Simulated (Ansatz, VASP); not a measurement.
## One calculation of Sb2O, two programs

```
CELL_PARAMETERS angstrom
-1.57781 1.57781 5.86480
1.57781 -1.57781 5.86480
1.57781 1.57781 -5.86480
ATOMIC_POSITIONS crystal
Sb 0.63040 0.63040 0.00000
Sb 0.36960 0.36960 0.00000
O 0.00000 0.00000 0.00000
```

Change from the starting cell: species swapped into the MnAu2 type (I4/mmm, No. 139).

Alike in both runs: functional PBE; k mesh 20 × 20 × 20; occupations gaussian, width 0.1 eV; no spin polarisation.

Ansatz relaxed the structure, and its values are those at the end. VASP's run is a single point on that final structure, the one shown.

|  | VASP | Ansatz |
| --- | --- | --- |
| version | VASP 6.6.1 | Ansatz 0.2.0 |
| potentials or method | VASP PAW PBE potentials, release 64 (Sb, O), cutoff 520 eV | scalar-relativistic, plane waves, PAW |
| valence electrons in the cell | 16 | 36 |

|  | VASP | Ansatz | Ansatz less VASP |
| --- | --- | --- | --- |
| gap on the k mesh at the Fermi level (eV) | none | none | - |
| pressure (GPa) | -0.4 | 0.0 | +0.43 |
| rms of the force components (eV/Å) | 0.012 | 0.002 | -0.0099 |

A gap of «none» marks a metal or a gap that the smearing closes. VASP's potentials hold 16 valence electrons a cell and Ansatz's 36, so a difference there can come from the potentials and not from the codes.

Spin-orbit coupling is off throughout.
